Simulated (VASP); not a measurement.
# Rh (Fm-3m) in VASP: notebook, part 2 of 2

VASP 6.6.1. The steps go on from the part before.

## 4. Single point, r2SCAN (volume scaled by 0.97)

POSCAR

```
Rh
1.0
    0.0000000000      1.8807596935      1.8807596935
    1.8807596935      0.0000000000      1.8807596935
    1.8807596935      1.8807596935      0.0000000000
Rh
1
Direct
    0.0000000000      0.0000000000      0.0000000000
```

INCAR.step1

```
PREC = Accurate ; ENCUT = 520
ISMEAR = 0 ; SIGMA = 0.1
LREAL = False ; LASPH = True
NELM = 80 ; NBANDS = 14
GGA = PE ; ALGO = Normal
EDIFF = 1E-4 ; LWAVE = True
LCHARG = False
```

INCAR.step2

```
PREC = Accurate ; ENCUT = 520
EDIFF = 1E-7 ; ISMEAR = 0
SIGMA = 0.1 ; LREAL = False
LASPH = True ; NELM = 80
ALGO = Normal ; ISIF = 2
LWAVE = False ; LCHARG = True
METAGGA = R2SCAN ; LMIXTAU = True
LELF = True ; LVHAR = True
NBANDS = 14 ; ISTART = 1
```

KPOINTS

```
Automatic mesh
0
Gamma
  18 18 18
```

Potentials or basis: VASP PAW PBE potentials, release 64 (Rh_pv).

On the command line:

```
> cat potpaw_PBE.64/Rh_pv/POTCAR > POTCAR
> cp INCAR.step1 INCAR
> mpirun -np 1 vasp_std > vasp.out
> cp INCAR.step2 INCAR
> mpirun -np 1 vasp_std > vasp.out
```

OUTCAR:

```text
PREC = Accurate
   ENCUT = 520
   EDIFF = 1E-7
   ISMEAR = 0
   LREAL = False
   LASPH = True
   NELM = 80
   ISIF = 2
   METAGGA = R2SCAN
   ISTART = 1

 ion  position               nearest neighbor table
   1  0.000  0.000  0.000-

  LATTYP: Found a face centered cubic cell.
 ALAT       =     3.7615193870

  Lattice vectors:

 A1 = (   0.0000000000,   1.8807596935,   1.8807596935)
 A2 = (   1.8807596935,   0.0000000000,   1.8807596935)
 A3 = (   1.8807596935,   1.8807596935,   0.0000000000)

Analysis of symmetry for initial positions (statically):
=====================================================================
 Subroutine PRICEL returns:
 Original cell was already a primitive cell.

 Routine SETGRP: Setting up the symmetry group for a
 face centered cubic supercell.

 Subroutine GETGRP returns: Found 48 space group operations
 (whereof 48 operations were pure point group operations)
 out of a pool of 48 trial point group operations.

The static configuration has the point symmetry O_h .

Analysis of symmetry for dynamics (positions and initial velocities):
=====================================================================
 Subroutine PRICEL returns:
 Original cell was already a primitive cell.

 Routine SETGRP: Setting up the symmetry group for a
 face centered cubic supercell.

 Subroutine GETGRP returns: Found 48 space group operations
 (whereof 48 operations were pure point group operations)
 out of a pool of 48 trial point group operations.

The dynamic configuration has the point symmetry O_h .

 Subroutine INISYM returns: Found 48 space group operations
 (whereof 48 operations are pure point group operations),
 and found     1 'primitive' translations

----------------------------------------------------------------------------------------

                                     Primitive cell

  volume of cell :      13.3055

  direct lattice vectors                    reciprocal lattice vectors
     0.000000000  1.880759693  1.880759693    -0.265850019  0.265850019  0.265850019
     1.880759693  0.000000000  1.880759693     0.265850019 -0.265850019  0.265850019
     1.880759693  1.880759693  0.000000000     0.265850019  0.265850019 -0.265850019

  length of vectors
     2.659795866  2.659795866  2.659795866     0.460465740  0.460465740  0.460465740

  position of ions in fractional coordinates (direct lattice)
     0.000000000  0.000000000  0.000000000

  ion indices of the primitive-cell ions
   primitive index   ion index
                 1           1

----------------------------------------------------------------------------------------

 KPOINTS: Automatic mesh

Automatic generation of k-mesh.
 Grid dimensions read from file:
 generate k-points for:   18   18   18

 Generating k-lattice:

  Cartesian coordinates                     Fractional coordinates (reciprocal lattice)
    -0.014769445  0.014769445  0.014769445     0.055555556  0.000000000  0.000000000
     0.014769445 -0.014769445  0.014769445     0.000000000  0.055555556  0.000000000
     0.014769445  0.014769445 -0.014769445     0.000000000  0.000000000  0.055555556

  Length of vectors
     0.025581430  0.025581430  0.025581430

  Shift w.r.t. Gamma in fractional coordinates (k-lattice)
     0.000000000  0.000000000  0.000000000

 Subroutine IBZKPT returns following result:
 ===========================================

 Found    195 irreducible k-points:

 Following reciprocal coordinates:
            Coordinates               Weight
  0.000000  0.000000  0.000000      1.000000
  0.055556  0.000000  0.000000      8.000000
  0.111111  0.000000  0.000000      8.000000
  0.166667  0.000000  0.000000      8.000000
  0.222222  0.000000  0.000000      8.000000
  0.277778  0.000000  0.000000      8.000000
[... 16 lines left out ...]
 -0.277778  0.055556  0.000000     24.000000
 -0.222222  0.055556  0.000000     24.000000
 [... further k-points ...]
   k-points           NKPTS =    195   k-points in BZ     NKDIM =    195   number of bands    NBANDS=     14
   number of dos      NEDOS =    301   number of ions     NIONS =      1
   total plane-waves  NPLWV =   8000
   dimension x,y,z NGX =    20 NGY =   20 NGZ =   20
   dimension x,y,z NGXF=    40 NGYF=   40 NGZF=   40
   ions per type =               1
   NGX,Y,Z   is equivalent  to a cutoff of  12.50, 12.50, 12.50 a.u.
   NGXF,Y,Z  is equivalent  to a cutoff of  25.00, 25.00, 25.00 a.u.
 SYSTEM =  unknown system
   PREC   = accura    normal or accurate (medium, high low for compatibility)
   ISTART =      1    job   : 0-new  1-cont  2-samecut
   ICHARG =      0    charge: 1-file 2-atom 10-const
   ISPIN  =      1    spin polarized calculation?
   LNONCOLLINEAR =      F non collinear calculations
   LSORBIT =      F    spin-orbit coupling
   LASPH  =      T    aspherical Exc in radial PAW
   ENCUT  =  520.0 eV  38.22 Ry    6.18 a.u.   4.95  4.95  4.95*2*pi/ulx,y,z
   NELM   =     80;   NELMIN=  2; NELMDL=  0     # of ELM steps
   EDIFF  = 0.1E-06   stopping-criterion for ELM
   LREAL  =      F    real-space projection
   EDIFFG = 0.1E-05   stopping-criterion for IOM
   NSW    =      0    number of steps for IOM
   IBRION =     -1    ionic relax: 0-MD 1-quasi-New 2-CG
   NFREE  =      0    steps in history (QN), initial steepest desc. (CG)
   ISIF   =      2    stress and relaxation
   ISYM   =      2    0-nonsym 1-usesym 2-fastsym
   POTIM  = 0.5000    time-step for ionic-motion
   TEBEG  =    0.0;   TEEND  =   0.0 temperature during run
   PSTRESS=    0.0 pullay stress
   NELECT =      15.0000    total number of electrons
   NUPDOWN=      -1.0000    fix difference up-down
   EMIN   =  10.00;   EMAX   =-10.00  energy-range for DOS
   EFERMI =   0.00;   METHOD = LEGACY
   ISMEAR =     0;   SIGMA  =   0.10  broadening in eV -4-tet -1-fermi 0-gaus
   EFERMI_NEDOS =   21; number of points for ismear=-14 and -15
   IALGO  =     38    algorithm
   IMIX   =      4    mixing-type and parameters
     AMIX     =   0.40;   BMIX     =  1.00
     AMIX_MAG =   1.60;   BMIX_MAG =  1.00
  volume/ion in A,a.u.               =      13.31        89.79
  Fermi-wavevector in a.u.,A,eV,Ry     =   1.703839  3.219789 39.498639  2.903068
  Thomas-Fermi vector in A             =   2.783352
   LORBIT       =      0    0 simple, 1 ext, 2 COOP (PROOUT), +10 PAW based schemes
   METAGGA = R2SCAN    functional components
   LHFCALC =     F    Hartree Fock is set to
   AEXX    =    0.0000 exact exchange contribution
   IVDW    =     0    specifies the selected vdW correction
   LEPSILON=     F    determine dielectric tensor
   LRPA    =     F    only Hartree local field effects (RPA)
 non-spin polarized calculation
 Gauss-broadening in eV      SIGMA  =   0.10
  energy-cutoff  :      520.00
  volume of cell :       13.31
 maximum number of plane-waves:       369
   NGX =  9   NGY =  9   NGZ =  9

 number of electron      15.0000004 magnetization

 Free energy of the ion-electron system (eV)
  ---------------------------------------------------
  ext. energy  EPLUGINS =         0.00000000
  ---------------------------------------------------
  free energy    TOTEN  =       -24.12462889 eV

  energy without entropy =      -24.11821873  energy(sigma->0) =      -24.12142381

 E-fermi :  12.3528     XC(G=0): -15.4540

 val. band max:       12.3505861452   @ k =   0.5000   0.2222   0.1111
 cond. band min:      12.3686276293   @ k =  -0.2778   0.3333   0.1111
 fundamental gap:      0.0180414841
 Fermi energy:        12.3528057841

 k-point     1 :       0.0000    0.0000    0.0000
  band No.  band energies     occupation
      1     -35.5057      2.00000
      2     -35.5056      2.00000
      3     -35.5056      2.00000
      4       3.9142      2.00000
      5       9.0044      2.00000
      6       9.0044      2.00000
      7       9.0044      2.00000
      8      11.2202      2.00000
      9      11.2202      2.00000
     10      29.0331      0.00000
     11      29.6806      0.00000
     12      34.9800      0.00000
     13      34.9800      0.00000
     14      34.9800      0.00000
[... 375 lines left out ...]
 k-point    24 :      -0.2222    0.0556    0.0000
  band No.  band energies     occupation
      1     -35.9319      2.00000
      2     -35.5919      2.00000
      3     -35.5536      2.00000
      4       5.8355      2.00000
      5       8.6620      2.00000
      6       9.4161      2.00000
      7       9.4700      2.00000
      8      11.0264      2.00000
      9      11.7775      2.00000
     10      28.8188      0.00000
     11      29.6816      0.00000
     12      30.9650      0.00000
     13      36.7017      0.00000
     14      38.6329      0.00000

 [... further k-points ...]

------------------------ aborting loop because EDIFF is reached ----------------------------------------

  FORCE on cell =-STRESS in cart. coord.  units (eV):
  Direction    XX          YY          ZZ          XY          YZ          ZX
  --------------------------------------------------------------------------------------
  -------------------------------------------------------------------------------------
  Total        0.8895588      0.8895588      0.8895588     -0.0000000     -0.0000000     -0.0000000
  in kB      107.1162405    107.1162405    107.1162405     -0.0000000     -0.0000000     -0.0000000
  external PRESSURE =     107.1162405 kB  Pullay stress =       0.0000000 kB

 VOLUME and BASIS-vectors are now :
 -----------------------------------------------------------------------------
  energy-cutoff  :      520.00
  volume of cell :       13.31
      direct lattice vectors                 reciprocal lattice vectors
     0.000000000  1.880759693  1.880759693    -0.265850019  0.265850019  0.265850019
     1.880759693  0.000000000  1.880759693     0.265850019 -0.265850019  0.265850019
     1.880759693  1.880759693  0.000000000     0.265850019  0.265850019 -0.265850019

 POSITION                                       TOTAL-FORCE (eV/Angst)
 -----------------------------------------------------------------------------------
      0.00000      0.00000      0.00000         0.000000      0.000000      0.000000
 -----------------------------------------------------------------------------------
    total drift:                                0.000000     -0.000000      0.000000

  FREE ENERGIE OF THE ION-ELECTRON SYSTEM (eV)
  ---------------------------------------------------
  free  energy   TOTEN  =       -24.1246288860 eV

  energy  without entropy=      -24.1182187271  energy(sigma->0) =      -24.12142381
```

OUTCAR.step1:

```text
PREC = Accurate
   ENCUT = 520
   ISMEAR = 0
   LREAL = False
   LASPH = True
   NELM = 80
[... 622 lines left out ...]

 POSITION                                       TOTAL-FORCE (eV/Angst)
 -----------------------------------------------------------------------------------
      0.00000      0.00000      0.00000        -0.000000     -0.000000      0.000000
 -----------------------------------------------------------------------------------
    total drift:                                0.000000      0.000000      0.000000

  FREE ENERGIE OF THE ION-ELECTRON SYSTEM (eV)
  ---------------------------------------------------
  free  energy   TOTEN  =        -7.2260816672 eV

  energy  without entropy=       -7.2195779428  energy(sigma->0) =       -7.22282980
```

Run time: 81 s. Hardware: 1 thread of Intel Xeon Platinum 8488C (Sapphire Rapids), shared host; peak memory 0.15 GiB.

Results:

```yaml
Free_energy: -24.1246 eV
Pressure: 10.7 GPa
```

Levels at points of the mesh, in eV from the Fermi level:
```csv
k point,band 3,band 4,band 5,band 6,band 7,band 8,band 9,band 10,band 11,band 12
"(0.00, 0.00, 0.00)",-47.86,-8.44,-3.35,-3.35,-3.35,-1.13,-1.13,16.68,17.33,22.63
"(0.50, 0.00, 0.00)",-47.98,-6.63,-3.47,-3.47,0.61,0.61,0.86,9.44,16.25,17.33
"(0.50, 0.50, 0.00)",-48.18,-6.89,-6.50,0.54,1.10,1.10,3.53,13.30,14.20,14.20
```

Caveat: the PAW data sets were made with another functional, which shifts forces and pressure a little.

## 5. Summary

| cell | k mesh | gap on the mesh (eV) | pressure (GPa) |
| --- | --- | --- | --- |
| a = 2.684 Å, angles 60.0°, 1 atom | 8 × 8 × 8 | none | 2.9 |
| a = 2.632 Å, angles 60.0°, 1 atom | 18 × 18 × 18 | none | 22.1 |
| a = 2.660 Å, angles 60.0°, 1 atom | 18 × 18 × 18 | none | 10.7 |

Alike in all rows: task single point; level r2SCAN; potentials or basis VASP PAW PBE potentials, release 64 (Rh_pv); no spin polarisation; cutoff (eV) 520; smearing gaussian 0.1 eV.

Caveats: the PAW data sets were made with another functional, which shifts forces and pressure a little.

Total energies depend on the potentials used, so only differences within one code and one set of settings carry meaning.
